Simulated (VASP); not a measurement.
# Fe: single point with PBE

Fe:

```
Fe
1.0
    -1.43350    1.43350    1.43350
     1.43350   -1.43350    1.43350
     1.43350    1.43350   -1.43350
Fe
1
Direct
  0.00000 0.00000 0.00000
```

| Item | Value |
| --- | --- |
| Program | VASP 6.6.1 |
| Task | single point |
| Functional | PBE |
| Potentials or basis | VASP PAW PBE potentials, release 64 (Fe) |
| Cutoff | 600 eV |
| k mesh | 4 × 4 × 4 |
| Occupations | fermi-dirac, width 0.1 eV |
| Spin | collinear spin, ferromagnetic start |
| Starting moments | [2.5] μB |

The pressure is -10.6 GPa and the band gap on the k mesh is zero (filled and empty bands overlap). The net moment is 2.01 μB per cell. The site moments are Fe +2.00 μB and the valence electrons inside the program's atomic spheres are Fe 7.21.

Levels at points of the mesh, in eV from the Fermi level:
Spin up:
```csv
k point,band 3,band 4,band 5,band 6,band 7,band 8
"(0.00, 0.00, 0.00)",-2.30,-2.30,-1.26,-1.26,24.32,24.32
"(0.50, 0.00, 0.00)",-1.16,-1.08,0.22,0.28,6.85,17.72
"(0.50, 0.50, 0.50)",0.02,0.02,0.02,9.39,9.39,9.39
```
Spin down:
| k point | band 1 | band 2 | band 3 | band 4 | band 5 | band 6 | band 7 |
| --- | --- | --- | --- | --- | --- | --- | --- |
| (0.00, 0.00, 0.00) | -8.35 | -0.69 | -0.69 | -0.69 | 1.42 | 1.42 | 24.12 |
| (0.50, 0.00, 0.00) | -3.76 | -1.90 | 0.34 | 1.23 | 1.65 | 2.15 | 8.07 |
| (0.50, 0.50, 0.50) | -3.06 | -3.06 | 1.86 | 1.86 | 1.86 | 9.64 | 9.64 |

It took 7.8 s on 1 thread of Intel Xeon 8259CL, with other jobs on the host, peak memory 0.13 GiB.

Caveat: the k points lie up to 0.77 Å⁻¹ apart, too coarse for converged energies and pressures of a metal.
